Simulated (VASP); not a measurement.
# Rh (Fm-3m) in VASP: notebook

Rh is run at these levels: PBEsol; tasks: single point, relaxation of cell and atoms.

All numbers are computed with VASP 6.6.1; they aren't measurements. Logs are shortened: lines on timing, memory, paths and dates and some standing lists are left out, and cuts for length are marked.

**1. The cell of the first run**

The structure is cubic, space group Fm-3m (No. 225). Conventional cell: a = 3.780 Å, b = 3.780 Å, c = 3.780 Å, α = 90.00°, β = 90.00°, γ = 90.00°. Within 3.5 Å of Rh (site symmetry m-3m) lie 12 Rh at 2.67 Å.

**2. Single point, PBEsol**

INCAR reads:

```
ALGO     = Normal         # electronic algorithm
EDIFF    = 1E-6           # SCF threshold, eV
ENCUT    = 520            # plane-wave cutoff, eV
GGA      = PS             # functional
ISIF     = 2              # what is computed and relaxed
ISMEAR   = 0              # smearing method
LASPH    = True           # aspherical terms in the spheres
LCHARG   = False          # write CHGCAR
LREAL    = False          # projectors in reciprocal space
LWAVE    = False          # write WAVECAR
NBANDS   = 14             # bands
NELM     = 60             # most SCF steps
PREC     = Accurate       # precision mode
SIGMA    = 0.1            # smearing width, eV
```

KPOINTS reads:

```
k-points
0
Gamma
  18 18 18
```

POSCAR reads:

```
Rh
1.0
    0.0000000000      1.8900012884      1.8900012884
    1.8900012884      0.0000000000      1.8900012884
    1.8900012884      1.8900012884      0.0000000000
Rh
1
Direct
    0.0000000000      0.0000000000      0.0000000000
```

Potentials or basis: VASP PAW PBE potentials, release 64 (Rh_pv).

On the command line:

```
cat potpaw_PBE.64/Rh_pv/POTCAR > POTCAR
mpirun -np 1 vasp_std > vasp.out
```

OUTCAR:

```text
EDIFF = 1E-6
   ENCUT = 520
   GGA = PS
   ISIF = 2
   ISMEAR = 0
   LASPH = True
   LREAL = False
   NELM = 60
   PREC = Accurate

 ion  position               nearest neighbor table
   1  0.000  0.000  0.000-

  LATTYP: Found a face centered cubic cell.
 ALAT       =     3.7800025768

  Lattice vectors:

 A1 = (   0.0000000000,   1.8900012884,   1.8900012884)
 A2 = (   1.8900012884,   0.0000000000,   1.8900012884)
 A3 = (   1.8900012884,   1.8900012884,   0.0000000000)

Analysis of symmetry for initial positions (statically):
[... 5 lines left out ...]
 face centered cubic supercell.

 Subroutine GETGRP returns: Found 48 space group operations
 (whereof 48 operations were pure point group operations)
 out of a pool of 48 trial point group operations.

The static configuration has the point symmetry O_h .

Analysis of symmetry for dynamics (positions and initial velocities):
[... 5 lines left out ...]
 face centered cubic supercell.

 Subroutine GETGRP returns: Found 48 space group operations
 (whereof 48 operations were pure point group operations)
 out of a pool of 48 trial point group operations.

The dynamic configuration has the point symmetry O_h .

 Subroutine INISYM returns: Found 48 space group operations
 (whereof 48 operations are pure point group operations),
 and found     1 'primitive' translations

----------------------------------------------------------------------------------------

                                     Primitive cell

  volume of cell :      13.5026

  direct lattice vectors                    reciprocal lattice vectors
     0.000000000  1.890001288  1.890001288    -0.264550084  0.264550084  0.264550084
     1.890001288  0.000000000  1.890001288     0.264550084 -0.264550084  0.264550084
     1.890001288  1.890001288  0.000000000     0.264550084  0.264550084 -0.264550084

  length of vectors
     2.672865455  2.672865455  2.672865455     0.458214187  0.458214187  0.458214187

  position of ions in fractional coordinates (direct lattice)
     0.000000000  0.000000000  0.000000000

  ion indices of the primitive-cell ions
   primitive index   ion index
                 1           1

----------------------------------------------------------------------------------------

 KPOINTS: k-points

Automatic generation of k-mesh.
 Grid dimensions read from file:
 generate k-points for:   18   18   18

 Generating k-lattice:

[... 60 lines left out ...]
   NELM   =     60;   NELMIN=  2; NELMDL= -5     # of ELM steps
   EDIFF  = 0.1E-05   stopping-criterion for ELM
   LREAL  =      F    real-space projection
   EDIFFG = 0.1E-04   stopping-criterion for IOM
   NSW    =      0    number of steps for IOM
   IBRION =     -1    ionic relax: 0-MD 1-quasi-New 2-CG
   NFREE  =      0    steps in history (QN), initial steepest desc. (CG)
   ISIF   =      2    stress and relaxation
   ISYM   =      2    0-nonsym 1-usesym 2-fastsym
   POTIM  = 0.5000    time-step for ionic-motion
   TEBEG  =    0.0;   TEEND  =   0.0 temperature during run
   PSTRESS=    0.0 pullay stress
   NELECT =      15.0000    total number of electrons
   NUPDOWN=      -1.0000    fix difference up-down
   EMIN   =  10.00;   EMAX   =-10.00  energy-range for DOS
   EFERMI =   0.00;   METHOD = LEGACY
   ISMEAR =     0;   SIGMA  =   0.10  broadening in eV -4-tet -1-fermi 0-gaus
   EFERMI_NEDOS =   21; number of points for ismear=-14 and -15
   IALGO  =     38    algorithm
   IMIX   =      4    mixing-type and parameters
     AMIX     =   0.40;   BMIX     =  1.00
     AMIX_MAG =   1.60;   BMIX_MAG =  1.00
  volume/ion in A,a.u.               =      13.50        91.12
  Fermi-wavevector in a.u.,A,eV,Ry     =   1.695508  3.204045 39.113308  2.874747
  Thomas-Fermi vector in A             =   2.776539
   LORBIT       =      0    0 simple, 1 ext, 2 COOP (PROOUT), +10 PAW based schemes
   GGA     = PS    functional components
   LHFCALC =     F    Hartree Fock is set to
   AEXX    =    0.0000 exact exchange contribution
   IVDW    =     0    specifies the selected vdW correction
   LEPSILON=     F    determine dielectric tensor
   LRPA    =     F    only Hartree local field effects (RPA)
 non-spin polarized calculation
 Gauss-broadening in eV      SIGMA  =   0.10
  energy-cutoff  :      520.00
  volume of cell :       13.50
 maximum number of plane-waves:       375
   NGX =  9   NGY =  9   NGZ =  9

 number of electron      15.0000006 magnetization

 Free energy of the ion-electron system (eV)
  ---------------------------------------------------
  ext. energy  EPLUGINS =         0.00000000
  ---------------------------------------------------
  free energy    TOTEN  =        -8.14121087 eV

  energy without entropy =       -8.13462130  energy(sigma->0) =       -8.13791608

 E-fermi :  12.0970     XC(G=0): -14.3356

 val. band max:       12.0902471400   @ k =   0.5000   0.2222   0.1111
 cond. band min:      12.0998415592   @ k =   0.5000   0.3889   0.0556
 fundamental gap:      0.0095944192
 Fermi energy:        12.0969675968

 k-point     1 :       0.0000    0.0000    0.0000
  band No.  band energies     occupation
      1     -34.2810      2.00000
      2     -34.2810      2.00000
      3     -34.2810      2.00000
      4       3.9010      2.00000
      5       8.9034      2.00000
      6       8.9034      2.00000
      7       8.9034      2.00000
      8      11.0761      2.00000
      9      11.0761      2.00000
     10      28.0093      0.00000
     11      32.3937      0.00000
     12      33.5628      0.00000
     13      33.5628      0.00000
     14      33.5628      0.00000
[... 377 lines left out ...]
      1     -34.6600      2.00000
      2     -34.3581      2.00000
      3     -34.3240      2.00000
      4       5.7624      2.00000
      5       8.5429      2.00000
      6       9.3083      2.00000
      7       9.3632      2.00000
      8      10.8686      2.00000
      9      11.5738      2.00000
     10      27.6214      0.00000
     11      29.8115      0.00000
     12      32.3950      0.00000
     13      35.1438      0.00000
     14      36.9732      0.00000

 [... further k-points ...]
[... 5 lines left out ...]
  --------------------------------------------------------------------------------------
  -------------------------------------------------------------------------------------
  Total       -0.0082512     -0.0082512     -0.0082512      0.0000000      0.0000000     -0.0000000
  in kB       -0.9790686     -0.9790686     -0.9790686      0.0000000      0.0000000     -0.0000000
  external PRESSURE =      -0.9790686 kB  Pullay stress =       0.0000000 kB

 VOLUME and BASIS-vectors are now :
 -----------------------------------------------------------------------------
  energy-cutoff  :      520.00
  volume of cell :       13.50
      direct lattice vectors                 reciprocal lattice vectors
     0.000000000  1.890001288  1.890001288    -0.264550084  0.264550084  0.264550084
     1.890001288  0.000000000  1.890001288     0.264550084 -0.264550084  0.264550084
     1.890001288  1.890001288  0.000000000     0.264550084  0.264550084 -0.264550084

 POSITION                                       TOTAL-FORCE (eV/Angst)
 -----------------------------------------------------------------------------------
      0.00000      0.00000      0.00000         0.000000      0.000000     -0.000000
 -----------------------------------------------------------------------------------
    total drift:                                0.000000     -0.000000      0.000000

  FREE ENERGIE OF THE ION-ELECTRON SYSTEM (eV)
  ---------------------------------------------------
  free  energy   TOTEN  =        -8.1412108674 eV

  energy  without entropy=       -8.1346212968  energy(sigma->0) =       -8.13791608
```

OSZICAR:

```text
N       E                     dE             d eps       ncg     rms          rms(c)
DAV:   1     0.119304064897E+03    0.11930E+03   -0.87325E+03  5482   0.115E+03
DAV:   2    -0.716232236830E+01   -0.12647E+03   -0.12089E+03  6066   0.342E+02
DAV:   3    -0.876952467474E+01   -0.16072E+01   -0.16044E+01  6534   0.422E+01
DAV:   4    -0.877531267561E+01   -0.57880E-02   -0.57878E-02  6222   0.260E+00
DAV:   5    -0.877536152559E+01   -0.48850E-04   -0.48848E-04  6450   0.209E-01    0.115E+01
DAV:   6    -0.816881955934E+01    0.60654E+00   -0.98497E-01  5766   0.139E+01    0.362E+00
DAV:   7    -0.814616319536E+01    0.22656E-01   -0.22687E-02  6270   0.186E+00    0.164E+00
DAV:   8    -0.814148929226E+01    0.46739E-02   -0.51281E-03  5772   0.990E-01    0.259E-01
DAV:   9    -0.814120556382E+01    0.28373E-03   -0.26569E-04  5754   0.233E-01    0.261E-02
DAV:  10    -0.814121071381E+01   -0.51500E-05   -0.25887E-06  6242   0.185E-02    0.629E-03
DAV:  11    -0.814121086739E+01   -0.15357E-06   -0.66914E-07  2976   0.115E-02
   1 F= -.81412109E+01 E0= -.81379161E+01  d E =-.658957E-02
```

stdout:

```text
POSCAR found type information on POSCAR Rh
 POSCAR found :  1 types and       1 ions
 scaLAPACK will be used
 -----------------------------------------------------------------------------
|                                                                             |
|                                                                             |
|     You enforced a specific xc type in the INCAR file but a different       |
|     I HOPE YOU KNOW WHAT YOU ARE DOING!                                     |
|                                                                             |
 -----------------------------------------------------------------------------

 LDA part: xc-table for (Slater+PW92), standard interpolation
 POSCAR, INCAR and KPOINTS ok, starting setup
 FFT: planning ... GRIDC
 FFT: planning ... GRID_SOFT
 FFT: planning ... GRID
 WAVECAR not read
 entering main loop
```

Run time: 12 s. Hardware: 1 thread of Intel Xeon 6975P-C (Granite Rapids), shared host; peak memory 0.14 GiB.

What came out:

```
Free energy : -8.1412 eV
Pressure    : -0.1 GPa
```

Levels at points of the mesh, in eV from the Fermi level:
| k point | band 5 | band 6 | band 7 | band 8 | band 9 | band 10 |
| --- | --- | --- | --- | --- | --- | --- |
| (0.00, 0.00, 0.00) | -3.19 | -3.19 | -3.19 | -1.02 | -1.02 | 15.91 |
| (0.50, 0.00, 0.00) | -3.27 | -3.27 | 0.59 | 0.59 | 0.62 | 8.77 |
| (0.50, 0.50, 0.00) | -6.15 | 0.57 | 1.01 | 1.01 | 3.19 | 12.45 |

Caveat: the PAW data sets were made with another functional, which shifts forces and pressure a little.

**3. Relaxation of cell and atoms, PBEsol**

This run uses another cell than the first one, of 13.78 Å³/atom, 1.021 times its volume.

INCAR reads:

```
PREC = Accurate
ENCUT = 600
EDIFF = 1E-6
ISMEAR = 0
SIGMA = 0.1
LREAL = F
LASPH = T
NELM = 60
ALGO = Normal
ISIF = 3
LWAVE = F
LCHARG = F
GGA = PS
IBRION = 2
NSW = 100
EDIFFG = -0.005
```

KPOINTS reads:

```
Automatic mesh
0
Gamma
  18 18 18
```

POSCAR reads:

```
Rh
1.0
    0.0000000000      1.9029860865      1.9029860865
    1.9029860865      0.0000000000      1.9029860865
    1.9029860865      1.9029860865      0.0000000000
Rh
1
Direct
    0.0000000000      0.0000000000      0.0000000000
```

Potentials or basis: VASP PAW PBE potentials, release 64 (Rh_pv).

On the command line:

```
cat potpaw_PBE.64/Rh_pv/POTCAR > POTCAR
mpirun -np 1 vasp_std > vasp.out
```

Wall time 28 s (1 thread of Intel Xeon 6975P-C (Granite Rapids), shared host); peak memory 0.17 GiB.

It converged, with:

- Free energy: -8.1420 eV
- Relaxed volume: 13.49 Å³/atom
- Relaxed cell: a = 2.672 Å, b = 2.672 Å, c = 2.672 Å, α = 60.00°, β = 60.00°, γ = 60.00°
- Space group after relaxing (to 0.05 Å): Fm-3m (No. 225)
- Energy gained by relaxing: 5.5 meV/atom
- Ionic steps: 4
- Pressure after relaxing: 0.0 GPa

The path:
| step | energy change (eV) | largest force (eV/Å) | pressure (GPa) | volume (Å³) |
| --- | --- | --- | --- | --- |
| 1 | 0.0000 | 0.0000 | -5.97 | 13.78 |
| 2 | 0.0332 | 0.0000 | 18.45 | 12.78 |
| 3 | -0.0055 | 0.0000 | -0.15 | 13.50 |
| 4 | -0.0055 | 0.0000 | 0.04 | 13.49 |

Final structure:
```
Rh
1.0
     0.00000    1.88958    1.88958
     1.88958    0.00000    1.88958
     1.88958    1.88958    0.00000
Rh
1
Direct
  0.00000 0.00000 0.00000
```

Levels at points of the mesh, in eV from the Fermi level:
```tsv
k point	band 3	band 4	band 5	band 6	band 7	band 8	band 9	band 10	band 11
(0.00, 0.00, 0.00)	-46.38	-8.20	-3.20	-3.20	-3.20	-1.02	-1.02	15.91	20.30
(0.50, 0.00, 0.00)	-46.49	-6.33	-3.27	-3.27	0.59	0.59	0.62	8.77	15.42
(0.50, 0.50, 0.00)	-46.67	-6.54	-6.16	0.57	1.02	1.02	3.20	12.46	13.33
```

Caveat: the PAW data sets were made with another functional, which shifts forces and pressure a little.

**4. Single point, PBEsol**

INCAR reads:

```
ALGO     = Normal         # electronic algorithm
EDIFF    = 1E-6           # SCF threshold, eV
ENCUT    = 520            # plane-wave cutoff, eV
GGA      = PS             # functional
ISIF     = 2              # what is computed and relaxed
ISMEAR   = 0              # smearing method
LASPH    = True           # aspherical terms in the spheres
LCHARG   = False          # write CHGCAR
LREAL    = False          # projectors in reciprocal space
LWAVE    = False          # write WAVECAR
NBANDS   = 14             # bands
NELM     = 60             # most SCF steps
PREC     = Accurate       # precision mode
SIGMA    = 0.1            # smearing width, eV
```

KPOINTS reads:

```
k-points
0
Gamma
  18 18 18
```

POSCAR reads:

```
Rh
1.0
    0.0000000000      1.8900012867      1.8900012867
    1.8900012867      0.0000000000      1.8900012867
    1.8900012867      1.8900012867      0.0000000000
Rh
1
Direct
    0.0000000000      0.0000000000      0.0000000000
```

Potentials or basis: VASP PAW PBE potentials, release 64 (Rh_pv).

On the command line:

```
cat potpaw_PBE.64/Rh_pv/POTCAR > POTCAR
mpirun -np 1 vasp_std > vasp.out
```

OUTCAR:

```text
EDIFF = 1E-6
   ENCUT = 520
   GGA = PS
   ISIF = 2
   ISMEAR = 0
   LASPH = True
   LREAL = False
   NELM = 60
   PREC = Accurate

 ion  position               nearest neighbor table
   1  0.000  0.000  0.000-

  LATTYP: Found a face centered cubic cell.
 ALAT       =     3.7800025734

  Lattice vectors:

 A1 = (   0.0000000000,   1.8900012867,   1.8900012867)
 A2 = (   1.8900012867,   0.0000000000,   1.8900012867)
 A3 = (   1.8900012867,   1.8900012867,   0.0000000000)

Analysis of symmetry for initial positions (statically):
[... 5 lines left out ...]
 face centered cubic supercell.

 Subroutine GETGRP returns: Found 48 space group operations
 (whereof 48 operations were pure point group operations)
 out of a pool of 48 trial point group operations.

The static configuration has the point symmetry O_h .

Analysis of symmetry for dynamics (positions and initial velocities):
[... 5 lines left out ...]
 face centered cubic supercell.

 Subroutine GETGRP returns: Found 48 space group operations
 (whereof 48 operations were pure point group operations)
 out of a pool of 48 trial point group operations.

The dynamic configuration has the point symmetry O_h .

 Subroutine INISYM returns: Found 48 space group operations
 (whereof 48 operations are pure point group operations),
 and found     1 'primitive' translations

----------------------------------------------------------------------------------------

                                     Primitive cell

  volume of cell :      13.5026

  direct lattice vectors                    reciprocal lattice vectors
     0.000000000  1.890001287  1.890001287    -0.264550084  0.264550084  0.264550084
     1.890001287  0.000000000  1.890001287     0.264550084 -0.264550084  0.264550084
     1.890001287  1.890001287  0.000000000     0.264550084  0.264550084 -0.264550084

  length of vectors
     2.672865453  2.672865453  2.672865453     0.458214187  0.458214187  0.458214187

  position of ions in fractional coordinates (direct lattice)
     0.000000000  0.000000000  0.000000000

[... 95 lines left out ...]
     AMIX_MAG =   1.60;   BMIX_MAG =  1.00
  volume/ion in A,a.u.               =      13.50        91.12
  Fermi-wavevector in a.u.,A,eV,Ry     =   1.695508  3.204045 39.113308  2.874747
  Thomas-Fermi vector in A             =   2.776539
   LORBIT       =      0    0 simple, 1 ext, 2 COOP (PROOUT), +10 PAW based schemes
   GGA     = PS    functional components
   LHFCALC =     F    Hartree Fock is set to
   AEXX    =    0.0000 exact exchange contribution
   IVDW    =     0    specifies the selected vdW correction
   LEPSILON=     F    determine dielectric tensor
   LRPA    =     F    only Hartree local field effects (RPA)
 non-spin polarized calculation
 Gauss-broadening in eV      SIGMA  =   0.10
  energy-cutoff  :      520.00
  volume of cell :       13.50
 maximum number of plane-waves:       375
   NGX =  9   NGY =  9   NGZ =  9

 number of electron      15.0000006 magnetization

 Free energy of the ion-electron system (eV)
  ---------------------------------------------------
  ext. energy  EPLUGINS =         0.00000000
  ---------------------------------------------------
  free energy    TOTEN  =        -8.14121087 eV

  energy without entropy =       -8.13462130  energy(sigma->0) =       -8.13791608

 E-fermi :  12.0970     XC(G=0): -14.3356

 val. band max:       12.0902471906   @ k =   0.5000   0.2222   0.1111
 cond. band min:      12.0998416098   @ k =   0.5000   0.3889   0.0556
 fundamental gap:      0.0095944193
 Fermi energy:        12.0969676475

 k-point     1 :       0.0000    0.0000    0.0000
  band No.  band energies     occupation
      1     -34.2810      2.00000
      2     -34.2810      2.00000
      3     -34.2810      2.00000
      4       3.9010      2.00000
      5       8.9034      2.00000
      6       8.9034      2.00000
      7       8.9034      2.00000
      8      11.0761      2.00000
      9      11.0761      2.00000
     10      28.0093      0.00000
     11      32.3937      0.00000
     12      33.5628      0.00000
     13      33.5628      0.00000
     14      33.5628      0.00000
[... 377 lines left out ...]
      1     -34.6600      2.00000
      2     -34.3581      2.00000
      3     -34.3240      2.00000
      4       5.7624      2.00000
      5       8.5429      2.00000
      6       9.3083      2.00000
      7       9.3632      2.00000
      8      10.8686      2.00000
      9      11.5738      2.00000
     10      27.6214      0.00000
     11      29.8115      0.00000
     12      32.3950      0.00000
     13      35.1438      0.00000
     14      36.9732      0.00000

 [... further k-points ...]
[... 5 lines left out ...]
  --------------------------------------------------------------------------------------
  -------------------------------------------------------------------------------------
  Total       -0.0082512     -0.0082512     -0.0082512     -0.0000000      0.0000000      0.0000000
  in kB       -0.9790640     -0.9790640     -0.9790640     -0.0000000      0.0000000      0.0000000
  external PRESSURE =      -0.9790640 kB  Pullay stress =       0.0000000 kB

 VOLUME and BASIS-vectors are now :
 -----------------------------------------------------------------------------
  energy-cutoff  :      520.00
  volume of cell :       13.50
      direct lattice vectors                 reciprocal lattice vectors
     0.000000000  1.890001287  1.890001287    -0.264550084  0.264550084  0.264550084
     1.890001287  0.000000000  1.890001287     0.264550084 -0.264550084  0.264550084
     1.890001287  1.890001287  0.000000000     0.264550084  0.264550084 -0.264550084

 POSITION                                       TOTAL-FORCE (eV/Angst)
 -----------------------------------------------------------------------------------
      0.00000      0.00000      0.00000         0.000000     -0.000000      0.000000
 -----------------------------------------------------------------------------------
    total drift:                                0.000000     -0.000000      0.000000

  FREE ENERGIE OF THE ION-ELECTRON SYSTEM (eV)
  ---------------------------------------------------
  free  energy   TOTEN  =        -8.1412108666 eV

  energy  without entropy=       -8.1346212960  energy(sigma->0) =       -8.13791608
```

Run time: 11 s. Hardware: 1 thread of Intel Xeon 6975P-C (Granite Rapids), shared host; peak memory 0.15 GiB.

Results:

* Free energy: -8.1412 eV
* Pressure: -0.1 GPa

Caveat: the PAW data sets were made with another functional, which shifts forces and pressure a little.
